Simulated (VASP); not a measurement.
Here is a VASP 6.6.1 calculation.

File INCAR:

```
SYSTEM = C
PREC     = Accurate       ! precision mode
ENCUT    = 520            ! plane-wave cutoff, eV
EDIFF    = 1E-6           ! SCF threshold, eV
ISMEAR   = 0              ! smearing method
SIGMA    = 0.1            ! smearing width, eV
LREAL    = .False.        ! projectors in reciprocal space
LASPH    = .True.         ! aspherical terms in the spheres
NELM     = 80             ! most SCF steps
ALGO     = Normal         ! electronic algorithm
ISIF     = 2              ! what is computed and relaxed
LWAVE    = .False.        ! write WAVECAR
LCHARG   = .False.        ! write CHGCAR
LDIPOL   = .True.       
IDIPOL   = 3            
DIPOL    = 0.5 0.5 0.326
GGA      = PE             ! functional
NBANDS   = 38             ! bands
```

File KPOINTS:

```
Automatic mesh
0
Gamma
  6 3 1
  0 0 0
```

POSCAR

```
C
1.0
    4.9326910637      0.0000000000      0.0000000000
   -1.2331727659      8.7858796705      0.0000000000
    0.0000000000      0.0000000000     20.2907137603
C
13
Direct
    0.0197005045      0.0788020180      0.1971345142
    0.5197005045      0.0788020180      0.1971345142
    0.2746256306      0.0985025225      0.2311704236
    0.7746256306      0.0985025225      0.2311704236
    0.2844758829      0.1379035315      0.2992422423
    0.7844758829      0.1379035315      0.2992422423
    0.0392967055      0.1571967531      0.3324023561
    0.5392967055      0.1571967531      0.3324023561
    0.0496769843      0.1987214031      0.4035397279
    0.5496769843      0.1987214031      0.4035397279
    0.3040736562      0.2163109382      0.4332382717
    0.8040736562      0.2163109382      0.4332382717
    0.6790736562      0.4663109382      0.4507076408
```

Potentials or basis: VASP PAW PBE potentials, release 64 (C).

Launch:

```bash
$ cat potpaw_PBE.64/C/POTCAR > POTCAR
$ mpirun -np 1 vasp_std > vasp.out
```

(1) What does it give for the largest force?

(2) What does it give for the band gap on the k mesh?

Answers

(1) 3.617 eV/Å.

(2) zero (band 26 reaches -4.52 eV, above the bottom of band 27 at -4.56 eV).
